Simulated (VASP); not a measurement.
A run of VASP 6.6.1 is set up as follows.

Contents of INCAR:

```
PREC = Accurate
ENCUT = 520
EDIFF = 1E-7
ISMEAR = 0
SIGMA = 0.15
LREAL = False
LASPH = True
NELM = 80
ALGO = Normal
ISIF = 2
LWAVE = False
LCHARG = False
GGA = PE
NBANDS = 17
```

The input KPOINTS:

```
Automatic mesh
0
Gamma
  18 18 10
```

Contents of POSCAR:

```
Pt
1.0
    2.6137000000      0.0000000000      0.0000000000
   -1.3068500000      2.2635305979      0.0000000000
    0.0000000000      0.0000000000      4.6021000000
Pt
2
Direct
    0.6666666667      0.3333333333      0.7500000000
    0.3333333333      0.6666666667      0.2500000000
```

Potentials or basis: VASP PAW PBE potentials, release 64 (Pt).

Command:

```console
$ cat potpaw_PBE.64/Pt/POTCAR > POTCAR
$ mpirun -np 1 vasp_std > vasp.out
```

(1) What does it give for the pressure?

(2) What does it give for the band gap on the k mesh?

Results:

(1) 53.1 GPa.

(2) zero (band 10 reaches 14.06 eV, above the bottom of band 11 at 12.34 eV).

Caveat: spin-orbit coupling is left out, which moves the levels of the heavy elements.
